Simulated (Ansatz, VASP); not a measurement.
**One calculation of Sb, two programs**

```
Sb
1.0
     0.00000    3.09500    3.09500
     3.09500    0.00000    3.09500
     3.09500    3.09500    0.00000
Sb
1
Direct
  0.00000 0.00000 0.00000
```

Alike in both runs: task single point; functional PBEsol; k mesh 10 × 10 × 10; occupations gaussian, width 0.1 eV; collinear spin.

|  | VASP | Ansatz |
| --- | --- | --- |
| version | VASP 6.6.1 | Ansatz 0.2.0 |
| potentials or method | VASP PAW PBE potentials, release 64 (Sb), cutoff 400 eV | scalar-relativistic, plane waves, PAW |
| valence electrons in the cell | 5 | 15 |

|  | VASP | Ansatz | Ansatz less VASP |
| --- | --- | --- | --- |
| gap on the k mesh at the Fermi level (eV) | none | none | - |
| net moment per atom (μB) | 0.00 | 0.00 | 0.000 |

VASP's potentials were made for PBE, not for PBEsol. A gap of «none» marks a metal or a gap that the smearing closes. The functional is the same, so the differences come from potentials, cutoffs and numerics. VASP's potentials hold 5 valence electrons a cell and Ansatz's 15, so a difference there can come from the potentials and not from the codes. Ansatz's warnings: seeded moment not kept.

Neither program's run includes spin-orbit coupling.
